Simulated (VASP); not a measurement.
Input of a VASP 6.6.1 run:

Contents of INCAR:

```
ALGO = Normal
EDIFF = 1E-6
ENCUT = 520
GGA = PE
ISIF = 2
ISMEAR = 0
LASPH = True
LCHARG = False
LDAU = True
LDAUJ = 0 0
LDAUL = 2 -1
LDAUPRINT = 1
LDAUTYPE = 2
LDAUU = 4 0
LMAXMIX = 4
LREAL = False
LWAVE = False
NBANDS = 33
NELM = 150
PREC = Accurate
SIGMA = 0.02
```

KPOINTS

```
k-points
0
Gamma
  8 8 8
```

Contents of POSCAR:

```
TiO2
1.0
   -1.9090003605      1.9090003605      4.8875563651
    1.9090003605     -1.9090003605      4.8875563651
    1.9090003605      1.9090003605     -4.8875563651
Ti O
2 4
Direct
    0.0000000000      0.0000000000      0.0000000000
    0.7500000000      0.2500000000      0.5000000000
    0.9552981756      0.4552981756      0.5000000000
    0.2052981756      0.2052981756      0.0000000000
    0.5447018244      0.0447018244      0.5000000000
    0.7947018244      0.7947018244      0.0000000000
```

Potentials or basis: VASP PAW PBE potentials, release 64 (Ti_sv, O).

The run is started by

```console
$ cat potpaw_PBE.64/Ti_sv/POTCAR potpaw_PBE.64/O/POTCAR > POTCAR
$ mpirun -np 1 vasp_std > vasp.out
```

Problem. Estimate the pressure.

Solution. 4.2 GPa.

Problem. Estimate the band gap on the k mesh.

Solution. 2.68 eV (least direct gap 2.95 eV).

Eigenvalues of the final occupation matrices:
```tsv
site	spin	trace	eigenvalues
site 1 d	1	0.79	0.10 0.10 0.10 0.24 0.25
site 1 d	2	0.79	0.10 0.10 0.10 0.24 0.25
site 2 d	1	0.79	0.10 0.10 0.10 0.24 0.25
site 2 d	2	0.79	0.10 0.10 0.10 0.24 0.25
```

Caveat: the cell stands under pressure. A k mesh can miss the band edges.
